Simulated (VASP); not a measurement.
# ZrO2 (P4_2/nmc) in VASP: single point with PBE

Aim: the single point of ZrO2 with PBE.

All numbers are computed with VASP 6.6.1; they aren't measurements. Logs are shortened: lines on timing, memory, paths and dates and some standing lists are left out, and cuts for length are marked.

## 1. The cell of the first run

Symmetry: P4_2/nmc, No. 137, tetragonal system. The conventional cell has a = 3.601 Å, b = 3.601 Å, c = 5.227 Å, α = 90.00°, β = 90.00°, γ = 90.00°. Within 2.7 Å of Zr (site symmetry -4m2) lie 8 O at 2.07 to 2.40 Å. Within 2.7 Å of O (site symmetry 2mm) lie 4 Zr at 2.07 to 2.40 Å and 6 O at 2.61 Å.

## 2. Single point, PBE, non-collinear spin, zero start, spin-orbit coupling

File INCAR:

```
SYSTEM = ZrO2
ALGO = Normal
EDIFF = 1E-6
ENCUT = 600
GGA = PE
GGA_COMPAT = .FALSE.
ISIF = 2
ISMEAR = 0
KPAR = 4
LASPH = .TRUE.
LCHARG = .TRUE.
LMAXMIX = 4
LORBIT = 11
LORBMOM = .TRUE.
LREAL = .FALSE.
LSORBIT = .TRUE.
LVHAR = .TRUE.
LWAVE = .FALSE.
MAGMOM = 0 0 0 0 0 0 0 0 0 0 0 0 0 0 0 0 0 0
NBANDS = 64
NELM = 200
PREC = Accurate
SIGMA = 0.01
```

File KPOINTS:

```
k-points
0
G
  8 8 6
  0 0 0
```

File POSCAR:

```
ZrO2
1.0
    3.6010266379      0.0000000000      0.0000000000
    0.0000000000      3.6010266379      0.0000000000
    0.0000000000      0.0000000000      5.2271836010
Zr O
2 4
Direct
    0.0000000000      0.0000000000      0.0000000000
    0.5000000000      0.5000000000      0.5000000000
    0.0000000000      0.5000000000      0.1969684769
    0.0000000000      0.5000000000      0.6969684769
    0.5000000000      0.0000000000      0.3030315231
    0.5000000000      0.0000000000      0.8030315231
```

Potentials or basis: VASP PAW PBE potentials, release 64 (Zr_sv, O).

Command:

```console
$ cat potpaw_PBE.64/Zr_sv/POTCAR potpaw_PBE.64/O/POTCAR > POTCAR
$ mpirun -np 4 vasp_ncl > vasp.out
```

OUTCAR:

```text
SYSTEM = ZrO2
   EDIFF = 1E-6
   ENCUT = 600
   GGA = PE
   ISIF = 2
   ISMEAR = 0
   LASPH = .TRUE.
   LORBIT = 11
   LREAL = .FALSE.
   LSORBIT = .TRUE.
   NELM = 200
   PREC = Accurate

 ion  position               nearest neighbor table
   1  0.000  0.000  0.000-   3 2.07   6 2.07   3 2.07   6 2.07   5 2.40   4 2.40   5 2.40   4 2.40
                             2 3.65   2 3.65   2 3.65   2 3.65   2 3.65   2 3.65   2 3.65   2 3.65
   2  0.500  0.500  0.500-   4 2.07   5 2.07   5 2.07   4 2.07   3 2.40   6 2.40   3 2.40   6 2.40
                             1 3.65   1 3.65   1 3.65   1 3.65   1 3.65   1 3.65   1 3.65   1 3.65
   3  0.000  0.500  0.197-   1 2.07   1 2.07   2 2.40   2 2.40
   4  0.000  0.500  0.697-   2 2.07   2 2.07   1 2.40   1 2.40
   5  0.500  0.000  0.303-   2 2.07   2 2.07   1 2.40   1 2.40
   6  0.500  0.000  0.803-   1 2.07   1 2.07   2 2.40   2 2.40

  LATTYP: Found a simple tetragonal cell.
 ALAT       =     3.6010266379
 C/A-ratio  =     1.4515814868

  Lattice vectors:

 A1 = (   3.6010266379,   0.0000000000,   0.0000000000)
 A2 = (   0.0000000000,   3.6010266379,   0.0000000000)
 A3 = (   0.0000000000,   0.0000000000,   5.2271836010)

Analysis of symmetry for initial positions (statically):
=====================================================================
 Subroutine PRICEL returns:
 Original cell was already a primitive cell.

 Routine SETGRP: Setting up the symmetry group for a
 simple tetragonal supercell.

 Subroutine GETGRP returns: Found 16 space group operations
 (whereof  8 operations were pure point group operations)
 out of a pool of 16 trial point group operations.

The static configuration has the point symmetry D_2d.
 The point group associated with its full space group is D_4h.

Analysis of symmetry for dynamics (positions and initial velocities):
=====================================================================
 Subroutine PRICEL returns:
 Original cell was already a primitive cell.

 Routine SETGRP: Setting up the symmetry group for a
 simple tetragonal supercell.

 Subroutine GETGRP returns: Found 16 space group operations
 (whereof  8 operations were pure point group operations)
 out of a pool of 16 trial point group operations.

The dynamic configuration has the point symmetry D_2d.
 The point group associated with its full space group is D_4h.

Analysis of structural, dynamic, and magnetic symmetry:
=====================================================================
 Subroutine PRICEL returns:
 Original cell was already a primitive cell.

 Routine SETGRP: Setting up the symmetry group for a
 simple tetragonal supercell.

 Subroutine GETGRP returns: Found 16 space group operations
 (whereof  8 operations were pure point group operations)
 out of a pool of 16 trial point group operations.

The overall configuration has the point symmetry D_2d.
 The point group associated with its full space group is D_4h.

 Subroutine INISYM returns: Found 16 space group operations
 (whereof  8 operations are pure point group operations),
 and found     1 'primitive' translations

----------------------------------------------------------------------------------------

                                     Primitive cell

  volume of cell :      67.7829

  direct lattice vectors                    reciprocal lattice vectors
     3.601026638  0.000000000  0.000000000     0.277698584  0.000000000  0.000000000
     0.000000000  3.601026638  0.000000000     0.000000000  0.277698584  0.000000000
     0.000000000  0.000000000  5.227183601     0.000000000  0.000000000  0.191307610

  length of vectors
     3.601026638  3.601026638  5.227183601     0.277698584  0.277698584  0.191307610

  position of ions in fractional coordinates (direct lattice)
     0.000000000  0.000000000  0.000000000
     0.500000000  0.500000000  0.500000000
     0.000000000  0.500000000  0.196968477
     0.000000000  0.500000000  0.696968477
     0.500000000  0.000000000  0.303031523
     0.500000000  0.000000000  0.803031523

  ion indices of the primitive-cell ions
   primitive index   ion index
                 1           1
                 2           2
                 3           3
                 4           4
                 5           5
                 6           6

----------------------------------------------------------------------------------------

 KPOINTS: k-points

Automatic generation of k-mesh.
 Grid dimensions read from file:
 generate k-points for:    8    8    6

 Generating k-lattice:

  Cartesian coordinates                     Fractional coordinates (reciprocal lattice)
     0.034712323  0.000000000  0.000000000     0.125000000  0.000000000  0.000000000
     0.000000000  0.034712323  0.000000000     0.000000000  0.125000000  0.000000000
[... 94 lines left out ...]
   NGX = 15   NGY = 15   NGZ = 21

 number of electron      48.0000019 magnetization      -0.0000000     -0.0000000     -0.0000000

 number of electron      48.0000014 magnetization       0.0000000     -0.0000000      0.0000000

 number of electron      48.0000014 magnetization       0.0000000      0.0000000      0.0000000

 number of electron      48.0000014 magnetization       0.0000000     -0.0000000     -0.0000000

 Free energy of the ion-electron system (eV)
  ---------------------------------------------------
  ext. energy  EPLUGINS =         0.00000000
  ---------------------------------------------------
  free energy    TOTEN  =       -57.46519356 eV

  energy without entropy =      -57.46519356  energy(sigma->0) =      -57.46519356

 E-fermi :   6.4346     XC(G=0): -11.6202

 val. band max:        6.2850423007   @ k =   0.2500   0.2500   0.0000
 cond. band min:      10.3372935352   @ k =   0.0000   0.0000   0.0000
 fundamental gap:      4.0522512345
 Fermi energy:         6.4346039488

 k-point     1 :       0.0000    0.0000    0.0000
  band No.  band energies     occupation
      1     -41.1338      1.00000
      2     -41.1338      1.00000
      3     -41.0827      1.00000
      4     -41.0827      1.00000
      5     -20.4777      1.00000
      6     -20.4777      1.00000
[... 1501 lines left out ...]
     59      12.8648      0.00000
     60      12.8648      0.00000

 [... further k-points ...]

 [bands above 60 left out]

------------------------ aborting loop because EDIFF is reached ----------------------------------------

  FORCE on cell =-STRESS in cart. coord.  units (eV):
  Direction    XX          YY          ZZ          XY          YZ          ZX
  --------------------------------------------------------------------------------------
  -------------------------------------------------------------------------------------
  Total        1.7092338      1.7092338      1.6188804      0.0000000      0.0000000      0.0000000
  in kB       40.4009554     40.4009554     38.2652816      0.0000000      0.0000000      0.0000000
  external PRESSURE =      39.6890641 kB  Pullay stress =       0.0000000 kB

 VOLUME and BASIS-vectors are now :
 -----------------------------------------------------------------------------
  energy-cutoff  :      600.00
  volume of cell :       67.78
      direct lattice vectors                 reciprocal lattice vectors
     3.601026638  0.000000000  0.000000000     0.277698584  0.000000000  0.000000000
     0.000000000  3.601026638  0.000000000     0.000000000  0.277698584  0.000000000
     0.000000000  0.000000000  5.227183601     0.000000000  0.000000000  0.191307610

 POSITION                                       TOTAL-FORCE (eV/Angst)
 -----------------------------------------------------------------------------------
      0.00000      0.00000      0.00000        -0.000000     -0.000000     -0.000000
      1.80051      1.80051      2.61359         0.000000     -0.000000     -0.000000
      0.00000      1.80051      1.02959        -0.000000     -0.000000      0.037166
      0.00000      1.80051      3.64318         0.000000      0.000000      0.037166
      1.80051      0.00000      1.58400        -0.000000     -0.000000     -0.037166
      1.80051      0.00000      4.19759        -0.000000     -0.000000     -0.037166
 -----------------------------------------------------------------------------------
    total drift:                                0.000000      0.000000      0.000000

  FREE ENERGIE OF THE ION-ELECTRON SYSTEM (eV)
  ---------------------------------------------------
  free  energy   TOTEN  =       -57.4651935577 eV

  energy  without entropy=      -57.4651935577  energy(sigma->0) =      -57.46519356

 orbital moment (x)

 # of ion     p       d       tot
 ----------------------------------------
  1         0.000  -0.000  -0.000
  2         0.000   0.000   0.000
  3        -0.000   0.000  -0.000
  4        -0.000   0.000  -0.000
  5         0.000   0.000   0.000
  6         0.000   0.000   0.000
 ----------------------------------------
            0.000  -0.000   0.000

 orbital moment (y)

 # of ion     p       d       tot
 ----------------------------------------
  1         0.000   0.000   0.000
  2         0.000   0.000   0.000
  3         0.000   0.000   0.000
  4        -0.000   0.000  -0.000
  5        -0.000   0.000  -0.000
  6        -0.000   0.000  -0.000
 ----------------------------------------
            0.000   0.000   0.000

 orbital moment (z)

 # of ion     p       d       tot
 ----------------------------------------
  1         0.000   0.000   0.000
  2         0.000   0.000   0.000
  3        -0.000   0.000  -0.000
  4         0.000   0.000   0.000
  5         0.000   0.000   0.000
  6         0.000   0.000   0.000
 ----------------------------------------
            0.000   0.000   0.000

 Spin-Orbit-Coupling matrix elements

 Ion:    1  E_soc:     -0.1336544
 l=   1
     0.0000000    -0.0219391    -0.0219201
    -0.0219391     0.0000000    -0.0219391
    -0.0219201    -0.0219391     0.0000000
 l=   2
     0.0000000    -0.0000627     0.0000000    -0.0000627    -0.0002683
    -0.0000627     0.0000000    -0.0001839    -0.0000905    -0.0000884
     0.0000000    -0.0001839     0.0000000    -0.0001839     0.0000000
    -0.0000627    -0.0000905    -0.0001839     0.0000000    -0.0000884
    -0.0002683    -0.0000884     0.0000000    -0.0000884     0.0000000
 l=   3
     0.0000000     0.0000000     0.0000000     0.0000000     0.0000000     0.0000000     0.0000000
     0.0000000     0.0000000     0.0000000     0.0000000     0.0000000     0.0000000     0.0000000
     0.0000000     0.0000000     0.0000000     0.0000000     0.0000000     0.0000000     0.0000000
     0.0000000     0.0000000     0.0000000     0.0000000     0.0000000     0.0000000     0.0000000
[... 89 lines left out ...]
 l=   2
     0.0000000     0.0000000     0.0000000     0.0000000     0.0000000
     0.0000000     0.0000000     0.0000000     0.0000000     0.0000000
     0.0000000     0.0000000     0.0000000     0.0000000     0.0000000
     0.0000000     0.0000000     0.0000000     0.0000000     0.0000000
     0.0000000     0.0000000     0.0000000     0.0000000     0.0000000
 l=   3
     0.0000000     0.0000000     0.0000000     0.0000000     0.0000000     0.0000000     0.0000000
     0.0000000     0.0000000     0.0000000     0.0000000     0.0000000     0.0000000     0.0000000
     0.0000000     0.0000000     0.0000000     0.0000000     0.0000000     0.0000000     0.0000000
     0.0000000     0.0000000     0.0000000     0.0000000     0.0000000     0.0000000     0.0000000
     0.0000000     0.0000000     0.0000000     0.0000000     0.0000000     0.0000000     0.0000000
     0.0000000     0.0000000     0.0000000     0.0000000     0.0000000     0.0000000     0.0000000
     0.0000000     0.0000000     0.0000000     0.0000000     0.0000000     0.0000000     0.0000000

 total charge

# of ion       s       p       d       tot
------------------------------------------
    1        2.178   6.051   1.383   9.612
    2        2.178   6.051   1.383   9.612
    3        1.562   3.535   0.000   5.097
    4        1.562   3.535   0.000   5.097
    5        1.562   3.535   0.000   5.097
    6        1.562   3.535   0.000   5.097
--------------------------------------------------
tot         10.605  26.243   2.766  39.614

 magnetization (x)

# of ion       s       p       d       tot
------------------------------------------
    1       -0.000   0.000   0.000  -0.000
    2       -0.000   0.000   0.000  -0.000
    3        0.000   0.000   0.000   0.000
    4        0.000   0.000   0.000   0.000
    5        0.000   0.000   0.000   0.000
    6        0.000   0.000   0.000   0.000
--------------------------------------------------
tot         -0.000   0.000   0.000  -0.000

 magnetization (y)

# of ion       s       p       d       tot
------------------------------------------
    1        0.000  -0.000   0.000  -0.000
    2        0.000  -0.000   0.000  -0.000
    3       -0.000   0.000   0.000  -0.000
    4       -0.000   0.000   0.000  -0.000
    5        0.000   0.000   0.000   0.000
    6        0.000   0.000   0.000   0.000
--------------------------------------------------
tot         -0.000  -0.000   0.000  -0.000

 magnetization (z)

# of ion       s       p       d       tot
------------------------------------------
    1        0.000  -0.000  -0.000  -0.000
    2        0.000  -0.000   0.000   0.000
    3       -0.000  -0.000   0.000  -0.000
    4        0.000   0.000   0.000   0.000
    5        0.000   0.000   0.000   0.000
    6        0.000  -0.000   0.000  -0.000
--------------------------------------------------
tot          0.000  -0.000   0.000   0.000
```

Wall time 3.4 min (4 MPI ranks of Intel Xeon Platinum 8259CL at 2.50GHz (Skylake/Cascade Lake), shared host); peak memory 0.62 GiB.

Results:

- Free energy: -57.4652 eV
- Pressure: 4.0 GPa
- Largest force: 0.037 eV/Å
- Net moment: 0.00 μB per cell
- Valence electrons inside the program's atomic spheres: Zr 9.61; O 5.10

Forces in eV/Å, atoms in the order of the input:
```
Zr   0.000  0.000  0.000
Zr   0.000  0.000  0.000
O    0.000  0.000  0.037
O    0.000  0.000  0.037
O    0.000  0.000 -0.037
O    0.000  0.000 -0.037
```

Stress tensor (GPa, compression positive):
```
4.04 0.00 0.00
0.00 4.04 0.00
0.00 0.00 3.83
```

Moments on the atoms (μB; x, y, z):
```
Zr  0.00 0.00 0.00
Zr  0.00 0.00 0.00
O   0.00 0.00 0.00
O   0.00 0.00 0.00
O   0.00 0.00 0.00
O   0.00 0.00 0.00
```

Caveat: the cell stands under pressure.
